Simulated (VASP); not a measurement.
# WSe (Fm-3m) in VASP: single point with PBEsol+U

Aim: the single point of WSe with PBEsol+U.

All numbers are computed with VASP 6.6.1; they aren't measurements. Logs are shortened: lines on timing, memory, paths and dates and some standing lists are left out, and cuts for length are marked.

## 1. The cell of the first run

Symmetry: Fm-3m, No. 225, cubic system. Conventional cell: a = 5.165 Å, b = 5.165 Å, c = 5.165 Å, α = 90.00°, β = 90.00°, γ = 90.00°. W (site symmetry m-3m) has 6 Se at 2.58 Å within 3.4 Å. Se (site symmetry m-3m) has 6 W at 2.58 Å within 3.4 Å.

## 2. Single point, PBEsol+U

Input file INCAR:

```
SYSTEM = WSe
PREC = Accurate ; ENCUT = 520
EDIFF = 1E-7 ; ISMEAR = 0
SIGMA = 0.05 ; LREAL = .False.
LASPH = .True. ; NELM = 150
ALGO = Normal ; ISIF = 2
LWAVE = .False. ; LCHARG = .False.
LMAXMIX = 4 ; LDAU = .True.
LDAUTYPE = 2 ; LDAUL = 2 -1
LDAUU = 4 0 ; LDAUJ = 0 0
LDAUPRINT = 1 ; GGA = PS
NBANDS = 17
```

Input file KPOINTS:

```
regular mesh
0
Gamma
  14 14 14
  0 0 0
```

Input file POSCAR:

```
WSe
1.0
    0.0000000000      2.5823482574      2.5823482574
    2.5823482574      0.0000000000      2.5823482574
    2.5823482574      2.5823482574      0.0000000000
W Se
1 1
Direct
    0.0000000000      0.0000000000      0.0000000000
    0.5000000000      0.5000000000      0.5000000000
```

Potentials or basis: VASP PAW PBE potentials, release 64 (W_sv, Se).

The run is started by

```bash
> cat potpaw_PBE.64/W_sv/POTCAR potpaw_PBE.64/Se/POTCAR > POTCAR
> mpirun -np 1 vasp_std > vasp.out
```

OUTCAR:

```text
SYSTEM = WSe
   PREC = Accurate
   ENCUT = 520
   EDIFF = 1E-7
   ISMEAR = 0
   LREAL = .False.
   LASPH = .True.
   NELM = 150
   ISIF = 2
   GGA = PS

 ion  position               nearest neighbor table
   1  0.000  0.000  0.000-   2 2.58   2 2.58   2 2.58   2 2.58   2 2.58   2 2.58
   2  0.500  0.500  0.500-   1 2.58   1 2.58   1 2.58   1 2.58   1 2.58   1 2.58

  LATTYP: Found a face centered cubic cell.
 ALAT       =     5.1646965148

  Lattice vectors:

 A1 = (   0.0000000000,   2.5823482574,   2.5823482574)
 A2 = (   2.5823482574,   0.0000000000,   2.5823482574)
 A3 = (   2.5823482574,   2.5823482574,   0.0000000000)

Analysis of symmetry for initial positions (statically):
=====================================================================
 Subroutine PRICEL returns:
 Original cell was already a primitive cell.

 Routine SETGRP: Setting up the symmetry group for a
 face centered cubic supercell.

 Subroutine GETGRP returns: Found 48 space group operations
 (whereof 48 operations were pure point group operations)
 out of a pool of 48 trial point group operations.

The static configuration has the point symmetry O_h .

Analysis of symmetry for dynamics (positions and initial velocities):
=====================================================================
 Subroutine PRICEL returns:
 Original cell was already a primitive cell.

 Routine SETGRP: Setting up the symmetry group for a
 face centered cubic supercell.

 Subroutine GETGRP returns: Found 48 space group operations
 (whereof 48 operations were pure point group operations)
 out of a pool of 48 trial point group operations.

The dynamic configuration has the point symmetry O_h .

 Subroutine INISYM returns: Found 48 space group operations
 (whereof 48 operations are pure point group operations),
 and found     1 'primitive' translations

----------------------------------------------------------------------------------------

                                     Primitive cell

  volume of cell :      34.4409

  direct lattice vectors                    reciprocal lattice vectors
     0.000000000  2.582348257  2.582348257    -0.193622219  0.193622219  0.193622219
     2.582348257  0.000000000  2.582348257     0.193622219 -0.193622219  0.193622219
     2.582348257  2.582348257  0.000000000     0.193622219  0.193622219 -0.193622219

  length of vectors
     3.651991928  3.651991928  3.651991928     0.335363521  0.335363521  0.335363521

  position of ions in fractional coordinates (direct lattice)
     0.000000000  0.000000000  0.000000000
     0.500000000  0.500000000  0.500000000

  ion indices of the primitive-cell ions
   primitive index   ion index
                 1           1
                 2           2

----------------------------------------------------------------------------------------

 KPOINTS: regular mesh

Automatic generation of k-mesh.
 Grid dimensions read from file:
 generate k-points for:   14   14   14

 Generating k-lattice:

  Cartesian coordinates                     Fractional coordinates (reciprocal lattice)
    -0.013830159  0.013830159  0.013830159     0.071428571  0.000000000  0.000000000
     0.013830159 -0.013830159  0.013830159     0.000000000  0.071428571  0.000000000
     0.013830159  0.013830159 -0.013830159     0.000000000  0.000000000  0.071428571

  Length of vectors
     0.023954537  0.023954537  0.023954537

  Shift w.r.t. Gamma in fractional coordinates (k-lattice)
     0.000000000  0.000000000  0.000000000

 Subroutine IBZKPT returns following result:
 ===========================================

[... 35 lines left out ...]
   NGX,Y,Z   is equivalent  to a cutoff of  12.75, 12.75, 12.75 a.u.
   NGXF,Y,Z  is equivalent  to a cutoff of  25.49, 25.49, 25.49 a.u.
 SYSTEM =  WSe
   PREC   = accura    normal or accurate (medium, high low for compatibility)
   ISTART =      0    job   : 0-new  1-cont  2-samecut
   ICHARG =      2    charge: 1-file 2-atom 10-const
   ISPIN  =      1    spin polarized calculation?
   LNONCOLLINEAR =      F non collinear calculations
   LSORBIT =      F    spin-orbit coupling
   LASPH  =      T    aspherical Exc in radial PAW
   ENCUT  =  520.0 eV  38.22 Ry    6.18 a.u.   6.79  6.79  6.79*2*pi/ulx,y,z
   NELM   =    150;   NELMIN=  2; NELMDL= -5     # of ELM steps
   EDIFF  = 0.1E-06   stopping-criterion for ELM
   LREAL  =      F    real-space projection
   EDIFFG = 0.1E-05   stopping-criterion for IOM
   NSW    =      0    number of steps for IOM
   IBRION =     -1    ionic relax: 0-MD 1-quasi-New 2-CG
   NFREE  =      0    steps in history (QN), initial steepest desc. (CG)
   ISIF   =      2    stress and relaxation
   ISYM   =      2    0-nonsym 1-usesym 2-fastsym
   POTIM  = 0.5000    time-step for ionic-motion
   TEBEG  =    0.0;   TEEND  =   0.0 temperature during run
   PSTRESS=    0.0 pullay stress
   NELECT =      20.0000    total number of electrons
   NUPDOWN=      -1.0000    fix difference up-down
   EMIN   =  10.00;   EMAX   =-10.00  energy-range for DOS
   EFERMI =   0.00;   METHOD = LEGACY
   ISMEAR =     0;   SIGMA  =   0.05  broadening in eV -4-tet -1-fermi 0-gaus
   EFERMI_NEDOS =   21; number of points for ismear=-14 and -15
   IALGO  =     38    algorithm
   IMIX   =      4    mixing-type and parameters
     AMIX     =   0.40;   BMIX     =  1.00
     AMIX_MAG =   1.60;   BMIX_MAG =  1.00
  volume/ion in A,a.u.               =      17.22       116.21
  Fermi-wavevector in a.u.,A,eV,Ry     =   1.365820  2.581025 25.381169  1.865463
  Thomas-Fermi vector in A             =   2.492015
   LORBIT       =      0    0 simple, 1 ext, 2 COOP (PROOUT), +10 PAW based schemes
 LDA+U is selected, type is set to LDAUTYPE =  2
   angular momentum for each species LDAUL =     2   -1
   U (eV)           for each species LDAUU =   4.0  0.0
   J (eV)           for each species LDAUJ =   0.0  0.0
   GGA     = PS    functional components
   LHFCALC =     F    Hartree Fock is set to
   AEXX    =    0.0000 exact exchange contribution
   IVDW    =     0    specifies the selected vdW correction
   LEPSILON=     F    determine dielectric tensor
   LRPA    =     F    only Hartree local field effects (RPA)
 non-spin polarized calculation
 Gauss-broadening in eV      SIGMA  =   0.05
  energy-cutoff  :      520.00
  volume of cell :       34.44
 maximum number of plane-waves:       944
   NGX = 13   NGY = 13   NGZ = 13

atom =   1  type =  1  l = 2

 onsite density matrix

spin component  1

  0.3741 -0.0000 -0.0000 -0.0000  0.0000
 -0.0000  0.3741  0.0000  0.0000 -0.0000
 -0.0000  0.0000  0.3094  0.0000  0.0000
 -0.0000  0.0000  0.0000  0.3741 -0.0000
  0.0000 -0.0000  0.0000 -0.0000  0.3094

spin component  2

  0.3741 -0.0000 -0.0000 -0.0000  0.0000
 -0.0000  0.3741  0.0000  0.0000 -0.0000
 -0.0000  0.0000  0.3094  0.0000  0.0000
 -0.0000  0.0000  0.0000  0.3741 -0.0000
  0.0000 -0.0000  0.0000 -0.0000  0.3094

 occupancies and eigenvectors

  o =  0.3094  v =  0.0000  0.0000  0.0035 -0.0000 -1.0000  0.0000  0.0000  0.0000  0.0000  0.0000      0.0000  0.0000  0.0000  0.0000  0.0000  0.0000  0.0000  0.0000  0.0000  0.0000
  o =  0.3094  v =  0.0000  0.0000  0.0000  0.0000  0.0000  0.0000  0.0000  0.0035 -0.0000 -1.0000      0.0000  0.0000  0.0000  0.0000  0.0000  0.0000  0.0000  0.0000  0.0000  0.0000
  o =  0.3094  v =  0.0000  0.0000  0.0000  0.0000  0.0000  0.0000  0.0000 -1.0000  0.0000 -0.0035      0.0000  0.0000  0.0000  0.0000  0.0000  0.0000  0.0000  0.0000  0.0000  0.0000
  o =  0.3094  v =  0.0000  0.0000 -1.0000  0.0000 -0.0035  0.0000  0.0000  0.0000  0.0000  0.0000      0.0000  0.0000  0.0000  0.0000  0.0000  0.0000  0.0000  0.0000  0.0000  0.0000
  o =  0.3741  v =  0.0000 -0.0665  0.0000  0.9978 -0.0000  0.0000  0.0000  0.0000  0.0000  0.0000      0.0000  0.0000  0.0000  0.0000  0.0000  0.0000  0.0000  0.0000  0.0000  0.0000
  o =  0.3741  v =  0.0000  0.0000  0.0000  0.0000  0.0000  0.0000 -0.0665  0.0000  0.9978 -0.0000      0.0000  0.0000  0.0000  0.0000  0.0000  0.0000  0.0000  0.0000  0.0000  0.0000
  o =  0.3741  v =  1.0000  0.0000  0.0000  0.0000  0.0000  0.0000  0.0000  0.0000  0.0000  0.0000      0.0000  0.0000  0.0000  0.0000  0.0000  0.0000  0.0000  0.0000  0.0000  0.0000
  o =  0.3741  v =  0.0000  0.0000  0.0000  0.0000  0.0000  1.0000  0.0000  0.0000  0.0000  0.0000      0.0000  0.0000  0.0000  0.0000  0.0000  0.0000  0.0000  0.0000  0.0000  0.0000
  o =  0.3741  v =  0.0000  0.0000  0.0000  0.0000  0.0000  0.0000 -0.9978 -0.0000 -0.0665  0.0000      0.0000  0.0000  0.0000  0.0000  0.0000  0.0000  0.0000  0.0000  0.0000  0.0000
  o =  0.3741  v =  0.0000 -0.9978 -0.0000 -0.0665  0.0000  0.0000  0.0000  0.0000  0.0000  0.0000      0.0000  0.0000  0.0000  0.0000  0.0000  0.0000  0.0000  0.0000  0.0000  0.0000

 number of electron      20.0000001 magnetization

 Free energy of the ion-electron system (eV)
  ---------------------------------------------------
  ext. energy  EPLUGINS =         0.00000000
  ---------------------------------------------------
  free energy    TOTEN  =       -10.83551949 eV

  energy without entropy =      -10.83192418  energy(sigma->0) =      -10.83372184

 E-fermi :   9.9389     XC(G=0): -12.2744

 val. band max:        9.9199206550   @ k =   0.5000   0.3571   0.1429
 cond. band min:       9.9426978522   @ k =   0.5000   0.3571   0.0714
 fundamental gap:      0.0227771972
 Fermi energy:         9.9389121648

 k-point     1 :       0.0000    0.0000    0.0000
  band No.  band energies     occupation
      1     -65.1931      2.00000
      2     -29.3994      2.00000
      3     -29.3994      2.00000
      4     -29.3994      2.00000
      5      -7.1142      2.00000
      6       7.0985      2.00000
[... 457 lines left out ...]
      4     -29.4105      2.00000
      5      -6.1951      2.00000
      6       2.8798      2.00000
[... 9 lines left out ...]
     16      18.5796      0.00000
     17      19.1067      0.00000

 [... further k-points ...]

------------------------ aborting loop because EDIFF is reached ----------------------------------------

  FORCE on cell =-STRESS in cart. coord.  units (eV):
  Direction    XX          YY          ZZ          XY          YZ          ZX
  --------------------------------------------------------------------------------------
  -------------------------------------------------------------------------------------
  Total        0.9460918      0.9460918      0.9460918      0.0000000     -0.0000000      0.0000000
  in kB       44.0118302     44.0118302     44.0118302      0.0000000     -0.0000000      0.0000000
  external PRESSURE =      44.0118302 kB  Pullay stress =       0.0000000 kB

 VOLUME and BASIS-vectors are now :
 -----------------------------------------------------------------------------
  energy-cutoff  :      520.00
  volume of cell :       34.44
      direct lattice vectors                 reciprocal lattice vectors
     0.000000000  2.582348257  2.582348257    -0.193622219  0.193622219  0.193622219
     2.582348257  0.000000000  2.582348257     0.193622219 -0.193622219  0.193622219
     2.582348257  2.582348257  0.000000000     0.193622219  0.193622219 -0.193622219

 POSITION                                       TOTAL-FORCE (eV/Angst)
 -----------------------------------------------------------------------------------
      0.00000      0.00000      0.00000        -0.000000     -0.000000     -0.000000
      2.58235      2.58235      2.58235         0.000000      0.000000      0.000000
 -----------------------------------------------------------------------------------
    total drift:                               -0.000000      0.000000      0.000000

  FREE ENERGIE OF THE ION-ELECTRON SYSTEM (eV)
  ---------------------------------------------------
  free  energy   TOTEN  =       -10.8355194928 eV

  energy  without entropy=      -10.8319241821  energy(sigma->0) =      -10.83372184
```

It took 93 s on 1 thread of Intel Xeon 8259CL, shared host; peak memory 0.2 GiB.

Results:

```
Free energy            : -10.8355 eV
Pressure               : 4.4 GPa
Band gap on the k mesh : zero (band 10 reaches 10.41 eV, above the bottom of band 11 at 7.58 eV)
```

Eigenvalues of the final occupation matrices:
| site | spin | trace | eigenvalues |
| --- | --- | --- | --- |
| site 1 d | 1 | 1.74 | 0.31 0.31 0.37 0.37 0.37 |
| site 1 d | 2 | 1.74 | 0.31 0.31 0.37 0.37 0.37 |

Caveat: the PAW data sets were made with another functional, which shifts forces and pressure a little; spin-orbit coupling is left out, which moves the levels of the heavy elements; U without spin polarisation on a metal has little footing.
